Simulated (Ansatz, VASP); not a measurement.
**SbMo: VASP beside Ansatz**

INCAR

```
PREC = Accurate
ENCUT = 520
EDIFF = 1E-6
ISMEAR = -1
SIGMA = 0.1
LREAL = False
LASPH = True
NELM = 60
ALGO = Normal
ISIF = 2
LWAVE = False
LCHARG = True
GGA = CA
LELF = True
LVHAR = True
NBANDS = 16
```

File KPOINTS:

```
regular mesh
0
Gamma
  13 13 13
```

The input POSCAR:

```
SbMo
1.0
    0.0000000000      2.4052293964      2.4052293964
    2.4052293964      0.0000000000      2.4052293964
    2.4052293964      2.4052293964      0.0000000000
Mo Sb
1 1
Direct
    0.0000000000      0.0000000000      0.0000000000
    0.5000000000      0.5000000000      0.5000000000
```

Input for Ansatz:

```yaml
crystal:
  lattice:
    - [0.0, 2.4052293964, 2.4052293964]
    - [2.4052293964, 0.0, 2.4052293964]
    - [2.4052293964, 2.4052293964, 0.0]
  atoms:
    - { symbol: Mo, position: [0.0, 0.0, 0.0] }
    - { symbol: Sb, position: [0.5, 0.5, 0.5] }
kpoints:
  mp_grid: { grid: [13, 13, 13] }
scf:
  occupations: { method: fermi_dirac, width: 0.1 }
hamiltonian:
  xc: lda
  pseudopotentials: { kind: paw }
output:
  forces: true
  stress: true
  eigenvalues: true
  populations: true
```

Change from the starting cell: volume scaled by 0.7, PAW files.

Alike in both runs: task single point; functional LDA; k mesh 13 × 13 × 13; occupations fermi-dirac, width 0.1 eV; no spin polarisation.

|  | VASP | Ansatz |
| --- | --- | --- |
| version | VASP 6.6.1 | Ansatz 0.2.0 |
| potentials or method | VASP PAW LDA potentials, release 64 (Mo_sv, Sb) | PAW with Ansatz's default frozen-core files, scalar-relativistic |
| plane-wave cutoff (eV) | 520 | 420 |
| valence electrons in the cell | 19 | 29 |

```csv
,VASP,Ansatz,Ansatz less VASP
pressure (GPa),115.4,114.8,-0.61
```

LDA's correlation is that of Perdew and Zunger in VASP and of Perdew and Wang (1992) in Ansatz. Both programs put the cell under a high pressure, so it lies far from rest at this level. VASP's potentials hold 19 valence electrons a cell and Ansatz's 29, so a difference there can come from the potentials and not from the codes.

Neither program's run includes spin-orbit coupling. Noted on VASP's run: the cell as given lies far from equilibrium.
